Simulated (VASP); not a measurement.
Write the native input for VASP 6.6.1 that does the following.

| Quantity | Value |
| --- | --- |
| Task | single point |
| Functional | r2SCAN |
| Potentials or basis | VASP PAW PBE potentials, release 64 (Sc_sv, Al) |
| Cutoff | 520 eV |
| k mesh | 18 × 18 × 18 |
| Occupations | gaussian, width 0.15 eV |
| Spin | no spin polarisation |
| Dipole correction | no |
| Further INCAR settings | ALGO = Normal; EDIFF = 1e-06; NBANDS = 14 |

ScAl:

```xyz
2
Lattice="3.3691 0.0000 0.0000 0.0000 3.3691 0.0000 0.0000 0.0000 3.3691" Properties=species:S:1:pos:R:3 pbc="T T T"
Sc    1.8046    1.6845    1.6845
Al   -0.2000    0.0000    0.0000
```

This cell differs from its parent crystal: atoms displaced along a vibrational mode.

These files were run (other wordings do the same):

POSCAR

```
ScAl
1.0
    3.3690951253      0.0000000000      0.0000000000
    0.0000000000      3.3690951253      0.0000000000
    0.0000000000      0.0000000000      3.3690951253
Sc Al
1 1
Direct
    0.5356284281      0.5000000000      0.5000000000
   -0.0593631205      0.0000000000      0.0000000000
```

INCAR.step1

```
SYSTEM = ScAl
ALGO = Normal ; EDIFF = 1E-4
ENCUT = 520 ; GGA = PE
ISMEAR = 0 ; LASPH = .TRUE.
LCHARG = .FALSE. ; LREAL = .FALSE.
LWAVE = .TRUE. ; NBANDS = 14
NELM = 60 ; PREC = Accurate
SIGMA = 0.15
```

INCAR.step2

```
SYSTEM = ScAl
ALGO = Normal ; EDIFF = 1E-6
ENCUT = 520 ; ISIF = 2
ISMEAR = 0 ; ISTART = 1
LASPH = .TRUE. ; LCHARG = .FALSE.
LMIXTAU = .TRUE. ; LREAL = .FALSE.
LWAVE = .FALSE. ; METAGGA = R2SCAN
NBANDS = 14 ; NELM = 60
PREC = Accurate ; SIGMA = 0.15
```

KPOINTS

```
k-points
0
G
  18 18 18
  0 0 0
```

Potentials or basis: VASP PAW PBE potentials, release 64 (Sc_sv, Al).

Launch:

```bash
$ cat potpaw_PBE.64/Sc_sv/POTCAR potpaw_PBE.64/Al/POTCAR > POTCAR
$ cp INCAR.step1 INCAR
$ mpirun -np 1 vasp_std > vasp.out
$ cp INCAR.step2 INCAR
$ mpirun -np 1 vasp_std > vasp.out
```

Results of the run:

* Pressure: 3.0 GPa
* Largest force: 1.702 eV/Å
* Band gap on the k mesh: zero (bands 7 and 8 overlap by 1.10 eV)

Caveat: the cell differs from its parent crystal (atoms displaced along a vibrational mode); the cell stands under pressure; the PAW data sets were made with another functional, which shifts forces and pressure a little.

Wall time 5.4 min on 1 thread of Intel(R) Xeon(R) 6975P-C (Granite Rapids), on a shared host, peak memory 0.41 GiB.
